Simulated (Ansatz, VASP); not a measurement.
# BaS in VASP and in Ansatz

The input INCAR:

```
SYSTEM = BaS
PREC = Accurate ; ENCUT = 520
EDIFF = 1E-8 ; ISMEAR = -1
SIGMA = 0.02 ; LREAL = .FALSE.
LASPH = .TRUE. ; NELM = 100
ALGO = Normal ; ISIF = 2
LWAVE = .FALSE. ; LCHARG = .FALSE.
GGA = PS ; LEFG = .TRUE.
NBANDS = 15
```

The input KPOINTS:

```
regular mesh
0
G
  8 8 8
  0 0 0
```

Contents of POSCAR:

```
BaS
1.0
    0.0000000000      3.1396081846      3.1396081846
    3.1396081846      0.0000000000      3.1396081846
    3.1396081846      3.1396081846      0.0000000000
Ba S
1 1
Direct
    0.0000000000      0.0000000000      0.0000000000
    0.5000000000      0.5000000000      0.5000000000
```

Input for Ansatz:

```yaml
crystal:
  lattice:
    - [0.0, 3.1396081846, 3.1396081846]
    - [3.1396081846, 0.0, 3.1396081846]
    - [3.1396081846, 3.1396081846, 0.0]
  atoms:
    - { symbol: Ba, position: [0.0, 0.0, 0.0] }
    - { symbol: S, position: [0.5, 0.5, 0.5] }
kpoints:
  mp_grid: { grid: [8, 8, 8] }
scf:
  occupations: { method: fermi_dirac, width: 0.02 }
hamiltonian:
  xc: pbesol
  pseudopotentials: { kind: all_electron, datasets: crystal }
output:
  forces: true
  stress: true
  eigenvalues: true
  efg: { contact_densities: true }
```

Change from the starting cell: volume scaled by 0.95, crystal datasets.

Alike in both runs: task electric field gradients; functional PBEsol; k mesh 8 × 8 × 8; occupations fermi-dirac, width 0.02 eV; no spin polarisation.

```csv
,VASP,Ansatz
version,VASP 6.6.1,Ansatz 0.2.0
potentials or method,"VASP PAW PBE potentials, release 64 (Ba_sv, S), cutoff 520 eV","all-electron PAW with datasets made for the crystal, scalar-relativistic"
```

```csv
,VASP,Ansatz,Ansatz less VASP
gap on the k mesh at the Fermi level (eV),1.88,1.99,+0.111
pressure (GPa),2.0,1.2,-0.75
```

VASP's potentials were made for PBE, not for PBEsol. Ansatz ran all-electron here, and VASP with PAW potentials.

Spin-orbit coupling is off throughout.
